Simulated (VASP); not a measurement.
# Co2WCl6 (Fm-3m) in VASP: settings compared

Co2WCl6 is run at these levels: PBEsol, PBEsol+D3(BJ); tasks: single point.

All numbers are computed with VASP 6.6.1; they aren't measurements. Logs are shortened: lines on timing, memory, paths and dates and some standing lists are left out, and cuts for length are marked.

### 1 The cell of the first run

The structure is cubic, space group Fm-3m (No. 225). Conventional cell: a = 9.176 Å, b = 9.176 Å, c = 9.176 Å, α = 90.00°, β = 90.00°, γ = 90.00°. W (site symmetry m-3m) has 6 Cl at 2.17 Å within 2.9 Å. Within 4.3 Å of Co (site symmetry -43m) lie 12 Cl at 3.25 Å and 4 W at 3.97 Å. Within 2.9 Å of Cl (site symmetry 4mm) lie 1 W at 2.17 Å.

### 2 Single point, PBEsol

The input, INCAR:

```
PREC     = Accurate       # precision mode
ENCUT    = 520            # plane-wave cutoff, eV
EDIFF    = 1E-7           # SCF threshold, eV
ISMEAR   = -1             # smearing method
SIGMA    = 0.1            # smearing width, eV
LREAL    = False          # projectors in reciprocal space
LASPH    = True           # aspherical terms in the spheres
NELM     = 80             # most SCF steps
ALGO     = Normal         # electronic algorithm
ISIF     = 2              # what is computed and relaxed
LWAVE    = False          # write WAVECAR
LCHARG   = True           # write CHGCAR
GGA      = PS             # functional
LELF     = True           # ELF
LVHAR    = True         
NBANDS   = 47             # bands
```

The input, KPOINTS:

```
regular mesh
0
Gamma
  4 4 4
```

The input, POSCAR:

```
Co2WCl6
1.0
    0.0000000000      4.5879510000      4.5879510000
    4.5879510000      0.0000000000      4.5879510000
    4.5879510000      4.5879510000      0.0000000000
W Co Cl
1 2 6
Direct
    0.0000000000      0.0000000000      0.0000000000
    0.2500000000      0.2500000000      0.2500000000
    0.7500000000      0.7500000000      0.7500000000
    0.2370000000      0.7630000000      0.7630000000
    0.7630000000      0.2370000000      0.7630000000
    0.7630000000      0.2370000000      0.2370000000
    0.2370000000      0.7630000000      0.2370000000
    0.7630000000      0.7630000000      0.2370000000
    0.2370000000      0.2370000000      0.7630000000
```

Potentials or basis: VASP PAW PBE potentials, release 64 (W_sv, Co, Cl).

Started as:

```console
$ cat potpaw_PBE.64/W_sv/POTCAR potpaw_PBE.64/Co/POTCAR potpaw_PBE.64/Cl/POTCAR > POTCAR
$ mpirun -np 1 vasp_std > vasp.out
```

OUTCAR:

```text
PREC = Accurate
   ENCUT = 520
   EDIFF = 1E-7
   ISMEAR = -1
   LREAL = False
   LASPH = True
   NELM = 80
   ISIF = 2
   GGA = PS

 ion  position               nearest neighbor table
   1  0.000  0.000  0.000-   4 2.17   5 2.17   6 2.17   7 2.17   8 2.17   9 2.17
   2  0.250  0.250  0.250-
   3  0.750  0.750  0.750-
   4  0.237  0.763  0.763-   1 2.17
   5  0.763  0.237  0.763-   1 2.17
   6  0.763  0.237  0.237-   1 2.17
   7  0.237  0.763  0.237-   1 2.17
   8  0.763  0.763  0.237-   1 2.17
   9  0.237  0.237  0.763-   1 2.17

  LATTYP: Found a face centered cubic cell.
 ALAT       =     9.1759020000

  Lattice vectors:

 A1 = (   0.0000000000,   4.5879510000,   4.5879510000)
 A2 = (   4.5879510000,   0.0000000000,   4.5879510000)
 A3 = (   4.5879510000,   4.5879510000,   0.0000000000)

Analysis of symmetry for initial positions (statically):
=====================================================================
 Subroutine PRICEL returns:
 Original cell was already a primitive cell.

 Routine SETGRP: Setting up the symmetry group for a
 face centered cubic supercell.

 Subroutine GETGRP returns: Found 48 space group operations
 (whereof 48 operations were pure point group operations)
 out of a pool of 48 trial point group operations.

The static configuration has the point symmetry O_h .

Analysis of symmetry for dynamics (positions and initial velocities):
=====================================================================
 Subroutine PRICEL returns:
 Original cell was already a primitive cell.

 Routine SETGRP: Setting up the symmetry group for a
 face centered cubic supercell.

 Subroutine GETGRP returns: Found 48 space group operations
 (whereof 48 operations were pure point group operations)
 out of a pool of 48 trial point group operations.

The dynamic configuration has the point symmetry O_h .

 Subroutine INISYM returns: Found 48 space group operations
 (whereof 48 operations are pure point group operations),
 and found     1 'primitive' translations

----------------------------------------------------------------------------------------

                                     Primitive cell

  volume of cell :     193.1463

  direct lattice vectors                    reciprocal lattice vectors
     0.000000000  4.587951000  4.587951000    -0.108981112  0.108981112  0.108981112
     4.587951000  0.000000000  4.587951000     0.108981112 -0.108981112  0.108981112
     4.587951000  4.587951000  0.000000000     0.108981112  0.108981112 -0.108981112

  length of vectors
     6.488342528  6.488342528  6.488342528     0.188760822  0.188760822  0.188760822

  position of ions in fractional coordinates (direct lattice)
     0.000000000  0.000000000  0.000000000
     0.250000000  0.250000000  0.250000000
     0.750000000  0.750000000  0.750000000
     0.237000000  0.763000000  0.763000000
     0.763000000  0.237000000  0.763000000
     0.763000000  0.237000000  0.237000000
     0.237000000  0.763000000  0.237000000
     0.763000000  0.763000000  0.237000000
     0.237000000  0.237000000  0.763000000

  ion indices of the primitive-cell ions
   primitive index   ion index
                 1           1
                 2           2
                 3           3
                 4           4
                 5           5
                 6           6
                 7           7
                 8           8
                 9           9

----------------------------------------------------------------------------------------

 KPOINTS: regular mesh

Automatic generation of k-mesh.
 Grid dimensions read from file:
 generate k-points for:    4    4    4

 Generating k-lattice:

  Cartesian coordinates                     Fractional coordinates (reciprocal lattice)
    -0.027245278  0.027245278  0.027245278     0.250000000  0.000000000  0.000000000
     0.027245278 -0.027245278  0.027245278     0.000000000  0.250000000  0.000000000
     0.027245278  0.027245278 -0.027245278     0.000000000  0.000000000  0.250000000

  Length of vectors
     0.047190206  0.047190206  0.047190206

  Shift w.r.t. Gamma in fractional coordinates (k-lattice)
     0.000000000  0.000000000  0.000000000

 Subroutine IBZKPT returns following result:
 ===========================================

 Found      8 irreducible k-points:

 Following reciprocal coordinates:
            Coordinates               Weight
  0.000000  0.000000  0.000000      1.000000
  0.250000  0.000000  0.000000      8.000000
  0.500000  0.000000  0.000000      4.000000
  0.250000  0.250000  0.000000      6.000000
  0.500000  0.250000  0.000000     24.000000
 -0.250000  0.250000  0.000000     12.000000
  0.500000  0.500000  0.000000      3.000000
 -0.250000  0.500000  0.250000      6.000000
   k-points           NKPTS =      8   k-points in BZ     NKDIM =      8   number of bands    NBANDS=     47
   number of dos      NEDOS =    301   number of ions     NIONS =      9
   total plane-waves  NPLWV = 110592
   dimension x,y,z NGX =    48 NGY =   48 NGZ =   48
   dimension x,y,z NGXF=    96 NGYF=   96 NGZF=   96
   ions per type =               1   2   6
   NGX,Y,Z   is equivalent  to a cutoff of  12.30, 12.30, 12.30 a.u.
   NGXF,Y,Z  is equivalent  to a cutoff of  24.60, 24.60, 24.60 a.u.
 SYSTEM =  unknown system
   PREC   = accura    normal or accurate (medium, high low for compatibility)
   ISTART =      0    job   : 0-new  1-cont  2-samecut
   ICHARG =      2    charge: 1-file 2-atom 10-const
   ISPIN  =      1    spin polarized calculation?
   LNONCOLLINEAR =      F non collinear calculations
   LSORBIT =      F    spin-orbit coupling
   LASPH  =      T    aspherical Exc in radial PAW
   ENCUT  =  520.0 eV  38.22 Ry    6.18 a.u.  12.06 12.06 12.06*2*pi/ulx,y,z
   NELM   =     80;   NELMIN=  2; NELMDL= -5     # of ELM steps
   EDIFF  = 0.1E-06   stopping-criterion for ELM
   LREAL  =      F    real-space projection
   EDIFFG = 0.1E-05   stopping-criterion for IOM
   NSW    =      0    number of steps for IOM
   IBRION =     -1    ionic relax: 0-MD 1-quasi-New 2-CG
   NFREE  =      0    steps in history (QN), initial steepest desc. (CG)
   ISIF   =      2    stress and relaxation
   ISYM   =      2    0-nonsym 1-usesym 2-fastsym
   POTIM  = 0.5000    time-step for ionic-motion
   TEBEG  =    0.0;   TEEND  =   0.0 temperature during run
   PSTRESS=    0.0 pullay stress
   NELECT =      74.0000    total number of electrons
   NUPDOWN=      -1.0000    fix difference up-down
   EMIN   =  10.00;   EMAX   =-10.00  energy-range for DOS
   EFERMI =   0.00;   METHOD = LEGACY
   ISMEAR =    -1;   SIGMA  =   0.10  broadening in eV -4-tet -1-fermi 0-gaus
   EFERMI_NEDOS =   21; number of points for ismear=-14 and -15
   IALGO  =     38    algorithm
   IMIX   =      4    mixing-type and parameters
     AMIX     =   0.40;   BMIX     =  1.00
     AMIX_MAG =   1.60;   BMIX_MAG =  1.00
  volume/ion in A,a.u.               =      21.46       144.82
  Fermi-wavevector in a.u.,A,eV,Ry     =   1.189022  2.246926 19.235561  1.413774
  Thomas-Fermi vector in A             =   2.325139
   LORBIT       =      0    0 simple, 1 ext, 2 COOP (PROOUT), +10 PAW based schemes
   GGA     = PS    functional components
   LHFCALC =     F    Hartree Fock is set to
   AEXX    =    0.0000 exact exchange contribution
   IVDW    =     0    specifies the selected vdW correction
   LEPSILON=     F    determine dielectric tensor
   LRPA    =     F    only Hartree local field effects (RPA)
 non-spin polarized calculation
  energy-cutoff  :      520.00
  volume of cell :      193.15
 maximum number of plane-waves:      5218
   NGX = 25   NGY = 25   NGZ = 25

 number of electron      73.9999993 magnetization

 Free energy of the ion-electron system (eV)
  ---------------------------------------------------
  ext. energy  EPLUGINS =         0.00000000
  ---------------------------------------------------
  free energy    TOTEN  =       -36.47031307 eV

  energy without entropy =      -35.59195833  energy(sigma->0) =      -36.03113570

 E-fermi :   4.3543     XC(G=0):  -9.6846

 val. band max:        4.3290988124   @ k =   0.5000   0.5000   0.0000
 cond. band min:       4.3939586934   @ k =   0.0000   0.0000   0.0000
 fundamental gap:      0.0648598810
 Fermi energy:         4.3543020987

 k-point     1 :       0.0000    0.0000    0.0000
  band No.  band energies     occupation
      1     -70.7117      2.00000
      2     -35.1831      2.00000
      3     -35.1831      2.00000
      4     -35.1831      2.00000
      5     -13.1759      2.00000
      6     -11.9061      2.00000
[... 39 lines left out ...]
     46       9.9285      0.00000
     47      10.7421      0.00000

 k-point     2 :       0.2500    0.0000    0.0000
  band No.  band energies     occupation
      1     -70.7117      2.00000
      2     -35.1831      2.00000
      3     -35.1831      2.00000
      4     -35.1830      2.00000
      5     -13.0836      2.00000
      6     -11.9622      2.00000
[... 39 lines left out ...]
     46       9.8288      0.00000
     47      10.2505      0.00000

 k-point     3 :       0.5000    0.0000    0.0000
  band No.  band energies     occupation
      1     -70.7117      2.00000
      2     -35.1831      2.00000
      3     -35.1830      2.00000
      4     -35.1830      2.00000
      5     -12.9679      2.00000
      6     -12.0041      2.00000
[... 239 lines left out ...]
     46       8.7427      0.00000
     47       9.6784      0.00000

 k-point     8 :      -0.2500    0.5000    0.2500
  band No.  band energies     occupation
      1     -70.7117      2.00000
      2     -35.1831      2.00000
      3     -35.1831      2.00000
      4     -35.1831      2.00000
      5     -12.9016      2.00000
      6     -12.1792      2.00000
[... 39 lines left out ...]
     46       8.8269      0.00000
     47       9.1096      0.00000

------------------------ aborting loop because EDIFF is reached ----------------------------------------

  FORCE on cell =-STRESS in cart. coord.  units (eV):
  Direction    XX          YY          ZZ          XY          YZ          ZX
  --------------------------------------------------------------------------------------
  -------------------------------------------------------------------------------------
  Total       11.8190225     11.8190225     11.8190225      0.0000000      0.0000000      0.0000000
  in kB       98.0405713     98.0405713     98.0405713      0.0000000      0.0000000      0.0000000
  external PRESSURE =      98.0405713 kB  Pullay stress =       0.0000000 kB

 VOLUME and BASIS-vectors are now :
 -----------------------------------------------------------------------------
  energy-cutoff  :      520.00
  volume of cell :      193.15
      direct lattice vectors                 reciprocal lattice vectors
     0.000000000  4.587951000  4.587951000    -0.108981112  0.108981112  0.108981112
     4.587951000  0.000000000  4.587951000     0.108981112 -0.108981112  0.108981112
     4.587951000  4.587951000  0.000000000     0.108981112  0.108981112 -0.108981112

 POSITION                                       TOTAL-FORCE (eV/Angst)
 -----------------------------------------------------------------------------------
      0.00000      0.00000      0.00000         0.000000      0.000000     -0.000000
      2.29398      2.29398      2.29398         0.000000     -0.000000     -0.000000
      6.88193      6.88193      6.88193        -0.000000     -0.000000     -0.000000
      7.00121      4.58795      4.58795        -3.567246      0.000000     -0.000000
      4.58795      7.00121      4.58795         0.000000     -3.567246     -0.000000
      2.17469      4.58795      4.58795         3.567246      0.000000     -0.000000
      4.58795      2.17469      4.58795         0.000000      3.567246     -0.000000
      4.58795      4.58795      7.00121         0.000000      0.000000     -3.567246
      4.58795      4.58795      2.17469         0.000000      0.000000      3.567246
 -----------------------------------------------------------------------------------
    total drift:                                0.000000      0.000000      0.000000

  FREE ENERGIE OF THE ION-ELECTRON SYSTEM (eV)
  ---------------------------------------------------
  free  energy   TOTEN  =       -36.4703130683 eV

  energy  without entropy=      -35.5919583336  energy(sigma->0) =      -36.03113570
```

Wall time 100 s (1 thread of Intel Xeon Platinum 8375C at 2.90GHz (Ice Lake), shared host); peak memory 0.35 GiB.

Results:

| Item | Value |
| --- | --- |
| Free energy | -36.4703 eV |
| Pressure | 9.8 GPa |
| Largest force | 3.567 eV/Å |
| Band gap on the k mesh | zero (band 37 reaches 4.29 eV, above the bottom of band 38 at 4.17 eV) |

Forces in eV/Å, atoms in the order of the input:
```
W    0.000  0.000  0.000
Co   0.000  0.000  0.000
Co   0.000  0.000  0.000
Cl  -3.567  0.000  0.000
Cl   0.000 -3.567  0.000
Cl   3.567  0.000  0.000
Cl   0.000  3.567  0.000
Cl   0.000  0.000 -3.567
Cl   0.000  0.000  3.567
```

Levels at points of the mesh, in eV from the Fermi level:
```tsv
k point	band 36	band 37	band 38	band 39	band 40	band 41	band 42	band 43
(0.00, 0.00, 0.00)	-0.26	-0.26	-0.18	-0.18	-0.14	0.04	0.04	0.04
(0.50, 0.00, 0.00)	-0.09	-0.09	-0.06	-0.06	0.57	0.57	1.40	1.85
(0.50, 0.50, 0.00)	-0.09	-0.08	-0.03	-0.03	1.06	1.06	1.89	2.17
```

Caveat: the PAW data sets were made with another functional, which shifts forces and pressure a little; spin-orbit coupling is left out, which moves the levels of the heavy elements; the run has no spin polarisation, though such a crystal can be magnetic; semilocal functionals often make such compounds metallic where correlation or magnetic order opens a gap, which also shifts bond lengths. Spin polarisation is off, so any magnetic state and its effect on volume and gap are missing.

### 3 Single point, PBEsol+D3(BJ)

The input, INCAR:

```
SYSTEM = Co2WCl6
PREC = Accurate
ENCUT = 520
EDIFF = 1E-7
ISMEAR = -1
SIGMA = 0.1
LREAL = .FALSE.
LASPH = .TRUE.
NELM = 100
ALGO = Normal
ISIF = 2
LWAVE = .FALSE.
LCHARG = .FALSE.
GGA = PS
IVDW = 12
NELECT = 73.0
NBANDS = 47
```

The input, KPOINTS:

```
Automatic mesh
0
G
  4 4 4
  0 0 0
```

POSCAR is that of step 2.

Potentials or basis: VASP PAW PBE potentials, release 64 (W_sv, Co, Cl).

Started as:

```console
$ cat potpaw_PBE.64/W_sv/POTCAR potpaw_PBE.64/Co/POTCAR potpaw_PBE.64/Cl/POTCAR > POTCAR
$ mpirun -np 1 vasp_std > vasp.out
```

It took 1.9 min on 1 thread of Intel Xeon Platinum 8375C at 2.90GHz (Ice Lake), shared host; peak memory 0.36 GiB.

It converged, with:

```
Free energy                : -43.3405 eV
Largest force              : 3.571 eV/Å
Dispersion energy per atom : -0.300 eV
```

Forces on the atoms (eV/Å):
```
W    0.000  0.000  0.000
Co   0.000  0.000  0.000
Co   0.000  0.000  0.000
Cl  -3.571  0.000  0.000
Cl   0.000 -3.571  0.000
Cl   3.571  0.000  0.000
Cl   0.000  3.571  0.000
Cl   0.000  0.000 -3.571
Cl   0.000  0.000  3.571
```

Levels at points of the mesh, in eV from the Fermi level:
| k point | band 34 | band 35 | band 36 | band 37 | band 38 | band 39 | band 40 | band 41 | band 42 | band 43 |
| --- | --- | --- | --- | --- | --- | --- | --- | --- | --- | --- |
| (0.00, 0.00, 0.00) | -0.24 | -0.24 | -0.24 | -0.17 | -0.17 | 0.06 | 0.15 | 0.15 | 0.15 | 0.27 |
| (0.50, 0.00, 0.00) | -0.23 | -0.11 | -0.08 | -0.08 | -0.04 | -0.04 | 0.73 | 0.73 | 1.77 | 2.18 |
| (0.50, 0.50, 0.00) | -0.08 | -0.06 | -0.06 | -0.01 | -0.01 | 0.00 | 1.23 | 1.23 | 2.27 | 2.52 |

Caveat: the cell carries a net charge on a neutralising background, which shifts energy and pressure; the cell is charged against a uniform background, so pressure and absolute levels hang on convention; the PAW data sets were made with another functional, which shifts forces and pressure a little; spin-orbit coupling is left out, which moves the levels of the heavy elements; an odd number of electrons without spin polarisation forces a metal; a magnetic or distorted state may lie lower; the run has no spin polarisation, though such a crystal can be magnetic; semilocal functionals often make such compounds metallic where correlation or magnetic order opens a gap, which also shifts bond lengths; pairwise dispersion overbinds metals, which lowers pressure and volume. Spin polarisation is off, so any magnetic state and its effect on volume and gap are missing.
